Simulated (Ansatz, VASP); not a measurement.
# HfO2: VASP beside Ansatz

```
Hf O
1.0
     0.00000    2.53170    2.53170
     2.53170    0.00000    2.53170
     2.53170    2.53170    0.00000
Hf O
1 2
Cartesian
  0.0000 0.0000 0.0000
  1.2658 1.2658 1.2658
  3.7975 3.7975 3.7975
```

Alike in both runs: task single point; functional PBE; k mesh 8 × 8 × 8; no spin polarisation.

|  | VASP | Ansatz |
| --- | --- | --- |
| version | VASP 6.6.1 | Ansatz 0.2.0 |
| potentials or method | VASP PAW PBE potentials, release 64 (Hf_pv, O), cutoff 520 eV | scalar-relativistic, plane waves, PAW |
| occupations | gaussian, width 0.01 eV | fixed |
| valence electrons in the cell | 22 | 38 |

Ansatz gave:

```
gap on the k mesh at the Fermi level (eV) : 3.80
least direct gap on the mesh (eV)         : 3.80
pressure (GPa)                            : 5.2
```

**Question.** Which values does VASP return?

**Answer.** gap on the k mesh at the Fermi level (eV): 3.81; least direct gap on the mesh (eV): 3.81; pressure (GPa): 1.4.

VASP's potentials hold 22 valence electrons a cell and Ansatz's 38, so a difference there can come from the potentials and not from the codes.

Neither program's run includes spin-orbit coupling.
